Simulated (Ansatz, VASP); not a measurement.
**Two plane-wave programs on Si5PdW2**

```
Si Pd W
1.0
     0.00000    4.92454    4.92454
     4.92454    0.00000    4.92454
     4.92454    4.92454    0.00000
Si Pd W
5 1 2
Cartesian
  8.6166 8.6166 8.6166
  6.1570 6.1570 8.6166
  6.1570 8.6166 6.1570
  8.6166 6.1570 6.1570
  7.3868 7.3868 7.3868
  0.0000 0.0000 0.0000
  2.4623 2.4623 2.4623
  4.9245 4.9245 4.9245
```

Alike in both runs: functional PBE; k mesh 4 × 4 × 4; occupations gaussian, width 0.2 eV; no spin polarisation.

Ansatz relaxed the structure, and its values are those at the end. VASP's run is a single point on that final structure, the one shown.

```csv
,VASP,Ansatz
version,VASP 6.6.1,Ansatz 0.2.0
potentials or method,"VASP PAW PBE potentials, release 64 (Si, Pd, W_sv), cutoff 500 eV","scalar-relativistic, plane waves, PAW"
valence electrons in the cell,58,66
```

Ansatz gave:

```
gap on the k mesh at the Fermi level (eV) : none
pressure (GPa)                            : 0.0
rms of the force components (eV/Å)        : 0.005
```

What did VASP give for the same quantities?

gap on the k mesh at the Fermi level (eV): none; pressure (GPa): 0.0; rms of the force components (eV/Å): 0.017.

A gap of «none» marks a metal or a gap that the smearing closes. VASP's potentials hold 58 valence electrons a cell and Ansatz's 66, so a difference there can come from the potentials and not from the codes.

Neither program's run includes spin-orbit coupling.
